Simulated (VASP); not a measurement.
# Cu (Fm-3m) in VASP: settings compared

Aim: see how the results for Cu move with the level of theory and the settings. Levels: HSE06, PBE0, PBE, RPBE+D3(BJ), PBE-based screened hybrid with 25 % exact exchange. Tasks: single point, relaxation of cell and atoms.

Everything below comes from runs of VASP 6.6.1. Logs are shortened: lines on timing, memory, paths and dates and some standing lists are left out, and cuts for length are marked.

**1. The cell of the first run**

It takes space group Fm-3m (No. 225, cubic). The conventional cell has a = 3.615 Å, b = 3.615 Å, c = 3.615 Å, α = 90.00°, β = 90.00°, γ = 90.00°. Cu (site symmetry m-3m) has 12 Cu at 2.56 Å within 3.4 Å.

**2. Single point, HSE06**

The input, POSCAR:

```
Cu
1.0
    0.0000000000      1.8075000000      1.8075000000
    1.8075000000      0.0000000000      1.8075000000
    1.8075000000      1.8075000000      0.0000000000
Cu
1
Direct
    0.0000000000      0.0000000000      0.0000000000
```

The input, INCAR.step1:

```
SYSTEM = Cu
  ALGO = Normal
  EDIFF = 1E-5
  ENCUT = 520
  GGA = PE
  GGA_COMPAT = .False.
  ISIF = 2
  ISMEAR = -1
  LASPH = .True.
  LREAL = .False.
  LWAVE = .True.
  NBANDS = 12
  NELM = 120
  PREC = Accurate
  SIGMA = 0.05
```

The input, INCAR.step2:

```
SYSTEM = Cu
  ALGO = Normal
  EDIFF = 1E-6
  ENCUT = 520
  GGA = PE
  GGA_COMPAT = .False.
  HFSCREEN = 0.2079
  ISIF = 2
  ISMEAR = -1
  ISTART = 1
  LASPH = .True.
  LCHARG = .True.
  LELF = .True.
  LHFCALC = .True.
  LREAL = .False.
  LVHAR = .True.
  LWAVE = .False.
  NBANDS = 12
  NELM = 120
  PREC = Accurate
  PRECFOCK = Normal
  SIGMA = 0.05
```

The input, KPOINTS:

```
k-points
0
Gamma
  8 8 8
  0 0 0
```

Potentials or basis: VASP PAW PBE potentials, release 64 (Cu).

Started as:

```console
$ cat potpaw_PBE.64/Cu/POTCAR > POTCAR
$ cp INCAR.step1 INCAR
$ mpirun -np 1 vasp_std > vasp.out
$ cp INCAR.step2 INCAR
$ mpirun -np 1 vasp_std > vasp.out
```

OUTCAR:

```text
SYSTEM = Cu
   EDIFF = 1E-6
   ENCUT = 520
   GGA = PE
   HFSCREEN = 0.2079
   ISIF = 2
   ISMEAR = -1
   ISTART = 1
   LASPH = .True.
   LHFCALC = .True.
   LREAL = .False.
   NELM = 120
   PREC = Accurate
   PRECFOCK = Normal

 ion  position               nearest neighbor table
   1  0.000  0.000  0.000-

  LATTYP: Found a face centered cubic cell.
 ALAT       =     3.6150000000

  Lattice vectors:

 A1 = (   0.0000000000,   1.8075000000,   1.8075000000)
 A2 = (   1.8075000000,   0.0000000000,   1.8075000000)
 A3 = (   1.8075000000,   1.8075000000,   0.0000000000)

Analysis of symmetry for initial positions (statically):
=====================================================================
 Subroutine PRICEL returns:
 Original cell was already a primitive cell.

 Routine SETGRP: Setting up the symmetry group for a
 face centered cubic supercell.

 Subroutine GETGRP returns: Found 48 space group operations
 (whereof 48 operations were pure point group operations)
 out of a pool of 48 trial point group operations.

The static configuration has the point symmetry O_h .

Analysis of symmetry for dynamics (positions and initial velocities):
=====================================================================
 Subroutine PRICEL returns:
 Original cell was already a primitive cell.

 Routine SETGRP: Setting up the symmetry group for a
 face centered cubic supercell.

 Subroutine GETGRP returns: Found 48 space group operations
 (whereof 48 operations were pure point group operations)
 out of a pool of 48 trial point group operations.

The dynamic configuration has the point symmetry O_h .

 Subroutine INISYM returns: Found 48 space group operations
 (whereof 48 operations are pure point group operations),
 and found     1 'primitive' translations

----------------------------------------------------------------------------------------

                                     Primitive cell

  volume of cell :      11.8104

  direct lattice vectors                    reciprocal lattice vectors
     0.000000000  1.807500000  1.807500000    -0.276625173  0.276625173  0.276625173
     1.807500000  0.000000000  1.807500000     0.276625173 -0.276625173  0.276625173
     1.807500000  1.807500000  0.000000000     0.276625173  0.276625173 -0.276625173

  length of vectors
     2.556191014  2.556191014  2.556191014     0.479128854  0.479128854  0.479128854

  position of ions in fractional coordinates (direct lattice)
     0.000000000  0.000000000  0.000000000

  ion indices of the primitive-cell ions
   primitive index   ion index
                 1           1

----------------------------------------------------------------------------------------

 KPOINTS: k-points

Automatic generation of k-mesh.
 Grid dimensions read from file:
 generate k-points for:    8    8    8

 Generating k-lattice:

  Cartesian coordinates                     Fractional coordinates (reciprocal lattice)
    -0.034578147  0.034578147  0.034578147     0.125000000  0.000000000  0.000000000
     0.034578147 -0.034578147  0.034578147     0.000000000  0.125000000  0.000000000
     0.034578147  0.034578147 -0.034578147     0.000000000  0.000000000  0.125000000

  Length of vectors
     0.059891107  0.059891107  0.059891107

  Shift w.r.t. Gamma in fractional coordinates (k-lattice)
     0.000000000  0.000000000  0.000000000

 Subroutine IBZKPT returns following result:
 ===========================================

 Found     29 irreducible k-points:

 Following reciprocal coordinates:
            Coordinates               Weight
  0.000000  0.000000  0.000000      1.000000
  0.125000  0.000000  0.000000      8.000000
  0.250000  0.000000  0.000000      8.000000
  0.375000  0.000000  0.000000      8.000000
  0.500000  0.000000  0.000000      4.000000
  0.125000  0.125000  0.000000      6.000000
[... 16 lines left out ...]
  0.500000  0.250000  0.125000     48.000000
 -0.375000  0.250000  0.125000     24.000000
 [... further k-points ...]
[... 37 lines left out ...]
  volume of cell :       11.81
 maximum number of plane-waves:       332
  NGX = 16; NGY = 16; NGZ = 16

 number of electron      11.0000002 magnetization

 Free energy of the ion-electron system (eV)
  ---------------------------------------------------
  ext. energy  EPLUGINS =         0.00000000
  ---------------------------------------------------
  free energy    TOTEN  =        -3.61075725 eV

  energy without entropy =       -3.60683008  energy(sigma->0) =       -3.60879367

 E-fermi :   6.9861     XC(G=0): -10.3070

 val. band max:        6.8976807383   @ k =   0.5000   0.2500   0.1250
 cond. band min:       7.3838371974   @ k =   0.5000   0.1250   0.0000
 fundamental gap:      0.4861564591
 Fermi energy:         6.9860664901

 k-point     1 :       0.0000    0.0000    0.0000
  band No.  band energies     occupation
      1      -2.9906      2.00000
      2       2.9018      2.00000
      3       2.9018      2.00000
      4       2.9018      2.00000
      5       3.7229      2.00000
      6       3.7229      2.00000
      7      31.1367      0.00000
      8      34.1510      0.00000
      9      34.1510      0.00000
     10      34.1510      0.00000
     11      36.7838      0.00000
     12      36.7838      0.00000

 k-point     2 :       0.1250    0.0000    0.0000
  band No.  band energies     occupation
      1      -2.3565      2.00000
      2       2.7963      2.00000
      3       3.0055      2.00000
      4       3.0055      2.00000
      5       3.6990      2.00000
      6       3.6990      2.00000
      7      27.5649      0.00000
      8      31.8580      0.00000
      9      32.9940      0.00000
     10      32.9940      0.00000
     11      38.5376      0.00000
     12      38.5816      0.00000

 k-point     3 :       0.2500    0.0000    0.0000
  band No.  band energies     occupation
      1      -0.6587      2.00000
      2       2.7558      2.00000
      3       3.0546      2.00000
      4       3.0546      2.00000
      5       3.8664      2.00000
      6       3.8664      2.00000
      7      21.0533      0.00000
      8      31.0296      0.00000
      9      31.8005      0.00000
     10      31.8005      0.00000
     11      37.4586      0.00000
     12      37.4586      0.00000
[... 286 lines left out ...]
 k-point    23 :       0.5000    0.2500    0.1250
  band No.  band energies     occupation
      1       1.5904      2.00000
      2       2.3743      2.00000
      3       2.6721      2.00000
      4       3.4984      2.00000
      5       4.2092      2.00000
      6       6.8977      1.70835
      7      16.3847      0.00000
      8      22.0925      0.00000
      9      25.1239      0.00000
     10      32.7445      0.00000
     11      36.3515      0.00000
     12      40.2845      0.00000

 k-point    24 :      -0.3750    0.2500    0.1250
  band No.  band energies     occupation
      1       1.6967      2.00000
      2       2.2933      2.00000
      3       2.9880      2.00000
      4       3.3698      2.00000
      5       4.4073      2.00000
      6       9.7139      0.00000
      7      12.3903      0.00000
      8      22.7443      0.00000
      9      23.3649      0.00000
     10      32.4156      0.00000
     11      36.2627      0.00000
     12      43.6894      0.00000

 [... further k-points ...]
[... 5 lines left out ...]
  --------------------------------------------------------------------------------------
  -------------------------------------------------------------------------------------
  Total        0.2213820      0.2213820      0.2213820      0.0000000      0.0000000     -0.0000000
  in kB       30.0322508     30.0322508     30.0322508      0.0000000      0.0000000     -0.0000000
  external PRESSURE =      30.0322508 kB  Pullay stress =       0.0000000 kB

 VOLUME and BASIS-vectors are now :
 -----------------------------------------------------------------------------
  energy-cutoff  :      520.00
  volume of cell :       11.81
      direct lattice vectors                 reciprocal lattice vectors
     0.000000000  1.807500000  1.807500000    -0.276625173  0.276625173  0.276625173
     1.807500000  0.000000000  1.807500000     0.276625173 -0.276625173  0.276625173
     1.807500000  1.807500000  0.000000000     0.276625173  0.276625173 -0.276625173

 POSITION                                       TOTAL-FORCE (eV/Angst)
 -----------------------------------------------------------------------------------
      0.00000      0.00000      0.00000        -0.000000      0.000000      0.000000
 -----------------------------------------------------------------------------------
    total drift:                               -0.000000     -0.000000     -0.000000

  FREE ENERGIE OF THE ION-ELECTRON SYSTEM (eV)
  ---------------------------------------------------
  free  energy   TOTEN  =        -3.6107572508 eV

  energy  without entropy=       -3.6068300828  energy(sigma->0) =       -3.60879367
```

Run time: 16 min. Hardware: 1 thread of Intel Xeon 6975P-C (Granite Rapids), shared host; peak memory 0.23 GiB.

What came out:

```
Free energy            : -3.6108 eV
Pressure               : 3.0 GPa
Band gap on the k mesh : zero (an odd number of electrons rules out a gap without spin polarisation)
```

Levels at points of the mesh, in eV from the Fermi level:
| k point | band 4 | band 5 | band 6 | band 7 | band 8 | band 9 |
| --- | --- | --- | --- | --- | --- | --- |
| (0.00, 0.00, 0.00) | -4.08 | -3.26 | -3.26 | 24.15 | 27.16 | 27.16 |
| (0.50, 0.00, 0.00) | -2.52 | -2.52 | -0.62 | 4.83 | 22.57 | 24.09 |
| (0.50, 0.50, 0.00) | -2.32 | -2.32 | 2.33 | 8.46 | 14.70 | 14.70 |

Caveat: the k points lie up to 0.38 Å⁻¹ apart, too coarse for converged energies and pressures of a metal; the PAW data sets were made with another functional, which shifts forces and pressure a little.

**3. Single point, PBE0**

This run uses another cell than the first one, of 12.28 Å³/atom.

The input, POSCAR:

```
Cu
1.0
    0.0000000000      1.8312856224      1.8312856224
    1.8312856224      0.0000000000      1.8312856224
    1.8312856224      1.8312856224      0.0000000000
Cu
1
Direct
    0.0000000000      0.0000000000      0.0000000000
```

The input, INCAR.step1:

```
SYSTEM = Cu
ALGO = Normal
EDIFF = 1E-5
ENCUT = 520
GGA = PE
GGA_COMPAT = .FALSE.
ISIF = 2
ISMEAR = -1
LASPH = .TRUE.
LREAL = .FALSE.
LWAVE = .TRUE.
NBANDS = 12
NELM = 120
PREC = Accurate
SIGMA = 0.05
```

The input, INCAR.step2:

```
SYSTEM = Cu
AEXX = 0.25
ALGO = Normal
EDIFF = 1E-6
ENCUT = 520
GGA = PE
GGA_COMPAT = .FALSE.
ISIF = 2
ISMEAR = -1
ISTART = 1
LASPH = .TRUE.
LCHARG = .TRUE.
LELF = .TRUE.
LHFCALC = .TRUE.
LREAL = .FALSE.
LVHAR = .TRUE.
LWAVE = .FALSE.
NBANDS = 12
NELM = 120
PREC = Accurate
PRECFOCK = Normal
SIGMA = 0.05
```

The input, KPOINTS:

```
k-points
0
G
  8 8 8
  0 0 0
```

Potentials or basis: VASP PAW PBE potentials, release 64 (Cu).

Started as:

```console
$ cat potpaw_PBE.64/Cu/POTCAR > POTCAR
$ cp INCAR.step1 INCAR
$ mpirun -np 1 vasp_std > vasp.out
$ cp INCAR.step2 INCAR
$ mpirun -np 1 vasp_std > vasp.out
```

Run time: 42 min. Hardware: 1 thread of Intel Xeon Platinum 8259CL at 2.50GHz (Skylake/Cascade Lake), shared host; peak memory 0.14 GiB.

The run converged. Its results:

```
Free energy            : -3.8239 eV
Pressure               : -2.6 GPa
Band gap on the k mesh : zero (an odd number of electrons rules out a gap without spin polarisation)
```

Levels at points of the mesh, in eV from the Fermi level:
```
           k point  band 2  band 3  band 4  band 5  band 6  band 7  band 8  band 9  band 10  band 11
(0.00, 0.00, 0.00)   -4.15   -4.15   -4.15   -3.38   -3.38   24.41   27.15   27.15    27.15    29.74
(0.50, 0.00, 0.00)   -4.22   -4.22   -2.66   -2.66   -0.56    5.20   22.84   24.08    24.08    27.03
(0.50, 0.50, 0.00)   -5.56   -2.78   -2.47   -2.47    2.91    8.78   14.99   14.99    19.55    22.18
```

Caveat: the k points lie up to 0.37 Å⁻¹ apart, too coarse for converged energies and pressures of a metal; the PAW data sets were made with another functional, which shifts forces and pressure a little.

**4. Single point, PBE**

The input, INCAR:

```
  ALGO = Normal
  EDIFF = 1E-6
  ENCUT = 600
  GGA = PE
  GGA_COMPAT = F
  ISIF = 2
  ISMEAR = -1
  LASPH = T
  LCHARG = T
  LELF = T
  LREAL = F
  LVHAR = T
  LWAVE = F
  NBANDS = 12
  NELM = 120
  PREC = Accurate
  SIGMA = 0.02
```

The input, KPOINTS:

```
k-points
0
Gamma
  6 6 6
```

The input, POSCAR:

```
Cu
1.0
    0.0000000000      1.8075000000      1.8075000000
    1.8075000000      0.0000000000      1.8075000000
    1.8075000000      1.8075000000      0.0000000000
Cu
1
Direct
    0.0000000000      0.0000000000      0.0000000000
```

Started as:

```console
$ cat potpaw_PBE.64/Cu/POTCAR > POTCAR
$ mpirun -np 1 vasp_std > vasp.out
```

Wall time 4.1 s (1 thread of Intel Xeon Platinum 8259CL at 2.50GHz (Skylake/Cascade Lake), shared host); peak memory 0.12 GiB.

Results (log left out):

| Item | Value |
| --- | --- |
| Free energy | -3.6627 eV |
| Pressure | 3.5 GPa |
| Band gap on the k mesh | zero (an odd number of electrons rules out a gap without spin polarisation) |

Levels at points of the mesh, in eV from the Fermi level:
```tsv
k point	band 4	band 5	band 6	band 7	band 8	band 9
(0.00, 0.00, 0.00)	-2.96	-2.14	-2.14	22.67	25.31	25.31
(0.50, 0.00, 0.00)	-1.57	-1.57	-0.93	3.83	21.16	22.14
(0.50, 0.50, 0.00)	-1.43	-1.43	1.57	7.18	13.15	13.15
```

Caveat: the k points lie up to 0.50 Å⁻¹ apart, too coarse for converged energies and pressures of a metal.

**5. Single point, RPBE+D3(BJ), non-collinear spin, typed start, spin-orbit coupling**

The input, INCAR:

```
SYSTEM = Cu
PREC = Accurate
ENCUT = 600
EDIFF = 1E-6
ISMEAR = -1
SIGMA = 0.15
LREAL = .FALSE.
LASPH = .TRUE.
NELM = 200
ALGO = Normal
ISIF = 2
LWAVE = .FALSE.
LCHARG = .FALSE.
MAGMOM = -0.369 0.13 -0.415
LORBIT = 11
LSORBIT = .TRUE.
GGA_COMPAT = .FALSE.
LORBMOM = .TRUE.
LMAXMIX = 4
GGA = RP
IVDW = 12
NBANDS = 22
```

The input, KPOINTS:

```
Automatic mesh
0
G
  10 10 10
  0 0 0
```

POSCAR is that of step 4.

Started as:

```console
$ cat potpaw_PBE.64/Cu/POTCAR > POTCAR
$ mpirun -np 1 vasp_ncl > vasp.out
```

Run time: 4.9 min. Hardware: 1 thread of Intel Xeon Platinum 8259CL at 2.50GHz (Skylake/Cascade Lake), shared host; peak memory 0.35 GiB.

Results (log left out):

```yaml
Free_energy: -6.1307 eV
Pressure: -31.6 GPa
Net_moment: 0.00 μB per cell
Valence_electrons_inside_the_program's_atomic_spheres: Cu 9.99
Dispersion_energy_per_atom: -2.879 eV
```

Moments on the atoms (μB; x, y, z):
```
Cu  0.00 0.00 0.00
```

Caveat: three body term missing; the cell stands under tension; the dispersion term is far too large for a dense solid, which distorts pressure and volume; the PAW data sets were made with another functional, which shifts forces and pressure a little.

**6. Relaxation of cell and atoms, PBE-based screened hybrid with 25 % exact exchange**

POSCAR is that of step 5.

The input, INCAR.step1:

```
PREC = Accurate
ENCUT = 600
EDIFF = 1E-5
ISMEAR = -1
SIGMA = 0.05
LREAL = False
LASPH = True
NELM = 120
ALGO = Normal
LWAVE = True
LCHARG = False
GGA = PE
NBANDS = 12
GGA_COMPAT = False
IBRION = 2
ISIF = 3
EDIFFG = -0.005
NELMIN = 4
NSW = 100
```

The input, INCAR.step2:

```
PREC = Accurate
ENCUT = 600
EDIFF = 1E-7
ISMEAR = -1
SIGMA = 0.05
LREAL = False
LASPH = True
NELM = 120
ALGO = Normal
ISIF = 3
LWAVE = False
LCHARG = False
GGA = PE
LHFCALC = True
AEXX = 0.25
HFSCREEN = 0.3
PRECFOCK = Normal
IBRION = 2
NSW = 60
EDIFFG = -0.01
ISTART = 1
GGA_COMPAT = False
NELMIN = 4
```

The input, KPOINTS:

```
Automatic mesh
0
Gamma
  7 7 7
```

Potentials or basis: VASP PAW PBE potentials, release 64 (Cu).

Started as:

```console
$ cat potpaw_PBE.64/Cu/POTCAR > POTCAR
$ cp INCAR.step1 INCAR
$ mpirun -np 1 vasp_std > vasp.out
$ cp INCAR.step2 INCAR
$ mpirun -np 1 vasp_std > vasp.out
```

Run time: 44 min. Hardware: 1 thread of Intel Xeon Platinum 8259CL at 2.50GHz (Skylake/Cascade Lake), shared host; peak memory 0.24 GiB.

The run converged. Its results:

| Property | Result |
| --- | --- |
| Free energy | -3.6355 eV |
| Relaxed volume | 12.03 Å³/atom |
| Relaxed cell | a = 2.572 Å, b = 2.572 Å, c = 2.572 Å, α = 60.00°, β = 60.00°, γ = 60.00° |
| Space group after relaxing (to 0.1 Å) | Fm-3m (No. 225) |
| Energy gained by relaxing | 1.6 meV/atom |
| Ionic steps | 3 |
| Pressure after relaxing | 0.0 GPa |
| Band gap on the k mesh | zero (an odd number of electrons rules out a gap without spin polarisation) |

Step by step:
```
step  energy change (eV)  largest force (eV/Å)  pressure (GPa)  volume (Å³)
   1              0.0000                0.0000            2.24        11.81
   2             -0.0015                0.0000           -0.76        12.10
   3             -0.0016                0.0000            0.02        12.03
```

Final structure:
```xyz
1
Lattice="0.0000 1.8187 1.8187 1.8187 0.0000 1.8187 1.8187 1.8187 0.0000" Properties=species:S:1:pos:R:3 pbc="T T T"
Cu    0.0000    0.0000    0.0000
```

Levels at points of the mesh, in eV from the Fermi level:
```csv
k point,band 2,band 3,band 4,band 5,band 6,band 7,band 8,band 9
"(0.00, 0.00, 0.00)",-4.62,-4.62,-4.62,-3.83,-3.83,23.09,25.94,25.94
```

Caveat: the k points lie up to 0.43 Å⁻¹ apart in the final cell, too coarse for converged energies and pressures of a metal; the PAW data sets were made with another functional, which shifts forces and pressure a little. Zero-point motion and thermal expansion aren't in these numbers.

**7. Summary**

| task | level | spin | cell | k mesh | cutoff (eV) | smearing | grid for exact exchange (PRECFOCK) | share of exact exchange | screening parameter | gap on the mesh (eV) | pressure (GPa) |
| --- | --- | --- | --- | --- | --- | --- | --- | --- | --- | --- | --- |
| single point | HSE06 | off | a = 2.556 Å, angles 60.0°, 1 atom | 8 × 8 × 8 | 520 | fermi-dirac 0.05 eV | Normal | 0.25 | 0.2079 1/Å | none | 3.0 |
| single point | PBE0 | off | a = 2.590 Å, angles 60.0°, 1 atom | 8 × 8 × 8 | 520 | fermi-dirac 0.05 eV | Normal | 0.25 | - | none | -2.6 |
| single point | PBE | off | a = 2.556 Å, angles 60.0°, 1 atom | 6 × 6 × 6 | 600 | fermi-dirac 0.02 eV | - | - | - | none | 3.5 |
| single point | RPBE+D3(BJ) | non-collinear, typed start, SOC | a = 2.556 Å, angles 60.0°, 1 atom | 10 × 10 × 10 | 600 | fermi-dirac 0.15 eV | - | - | - | - | -31.6 |
| relaxation of cell and atoms | PBE-based screened hybrid with 25 % exact exchange | off | relaxed from a = 2.556 Å, angles 60.0°, 1 atom | 7 × 7 × 7 | 600 | fermi-dirac 0.05 eV | Normal | 0.25 | 0.3 1/Å | none | 0.0 |

Alike in all rows: potentials or basis VASP PAW PBE potentials, release 64 (Cu).

Caveats: some runs use coarse meshes; the PAW data sets were made with another functional, which shifts forces and pressure a little (at least some runs); three body term missing (at least some runs); the cell stands under tension (at least some runs); the dispersion term is far too large for a dense solid, which distorts pressure and volume (at least some runs).

Total energies depend on the potentials used, so only differences within one code and one set of settings carry meaning.

The gap in the log of VASP goes by the Fermi energy; the results here count the filled bands.